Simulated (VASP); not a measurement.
Set up this calculation in VASP 6.6.1, as the native input.

| Quantity | Value |
| --- | --- |
| Task | single point |
| Functional | PBEsol |
| Potentials or basis | VASP PAW PBE potentials, release 64 (O, C, S) |
| Cutoff | 520 eV |
| k mesh | 1 × 1 × 1 |
| Occupations | fermi-dirac, width 0.05 eV |
| Spin | no spin polarisation |
| Dipole correction | no |
| Further INCAR settings | LREAL = Auto; ALGO = Normal; EDIFF = 1e-07; NBANDS = 120 |

The structure of CSO lies in POSCAR:

```
CSO
1.0
    9.2707840000      0.0000000000      0.0000000000
    0.0000000000      9.2707840000      0.0000000000
    0.0000000000      0.0000000000      9.2707840000
O C S
12 12 12
Direct
    0.0501252106      0.3527964841      0.2318574136
    0.7911305020     -0.0473638475      0.3812838267
    0.3549645855      0.1162037644      0.6665132097
    0.5970368849      0.8058973222      0.6635361152
    0.1320600286      1.0587777690      0.3585996610
    0.6932747004      0.7640238409     -0.0103335381
    0.4575125469      0.5141097020      0.5184566915
    0.6763829251      0.4684932795      0.7661595826
    0.1042845999      0.1131619505      0.9319923752
    0.6026027572      0.4384418837      0.2581011487
   -0.0671248516      0.7018284538      0.2196146518
    0.7053448770      0.2389441929      0.5079613547
    0.0480326151      0.3818878749      0.3533465994
    0.7690611711      0.0241834995      0.2835790371
    0.4106448818      0.1609896207      0.7690611711
    0.7185368573      0.7774746990      0.6562983239
    0.1442380709      0.9826029816      0.4601336845
    0.5969074460      0.8077310398      0.0524011777
    0.4200184148      0.5463399859      0.6332474147
    0.7568507690      0.4580842354      0.8569286050
    0.1213058140     -0.0099344349      0.9443214296
    0.5133870016      0.3507470350      0.2836545431
    0.0550438884      0.6810642983      0.2345324840
    0.7863412630      0.2034347904      0.5935312483
    0.0417332558      0.4022205673      0.5227066017
    0.7439284531      0.1449176251      0.1640206481
    0.4791288417      0.2113629225      0.9139680096
    0.8748343182      0.7231427245      0.6644961203
    0.1848063767      0.8718032909      0.5820327601
    0.4696905893      0.8674670880      0.1578399410
    0.3737655844      0.5891303260      0.7868374455
    0.8672297834      0.4350441128      0.9817292691
    0.1432672792     -0.1795748882      0.9488086444
    0.3839265374      0.2472174953      0.2848949992
    0.2223868014      0.6532780831      0.2408642031
    0.8979391603      0.1492538279      0.7144271725
```

The input as run:

INCAR

```
SYSTEM = CSO
  PREC = Accurate
  ENCUT = 520
  EDIFF = 1E-7
  ISMEAR = -1
  SIGMA = 0.05
  LREAL = Auto
  LASPH = .TRUE.
  NELM = 100
  ALGO = Normal
  ISIF = 2
  LWAVE = .FALSE.
  LCHARG = .FALSE.
  GGA = PS
  NBANDS = 120
```

KPOINTS

```
regular mesh
0
G
  1 1 1
  0 0 0
```

Potentials or basis: VASP PAW PBE potentials, release 64 (O, C, S).

Run with:

```sh
$ cat potpaw_PBE.64/O/POTCAR potpaw_PBE.64/C/POTCAR potpaw_PBE.64/S/POTCAR > POTCAR
$ mpirun -np 1 vasp_gam > vasp.out
```

Results of the run:

The pressure is 2.2 GPa. The largest force is 5.810 eV/Å. The band gap on the k mesh is 4.10 eV.

Caveat: the k points lie up to 0.68 Å⁻¹ apart; the PAW data sets were made with another functional, which shifts forces and pressure a little.

It took 2.6 min on 1 thread of Intel(R) Xeon(R) Platinum 8375C CPU @ 2.90GHz (Ice Lake), on a shared host, peak memory 0.67 GiB.
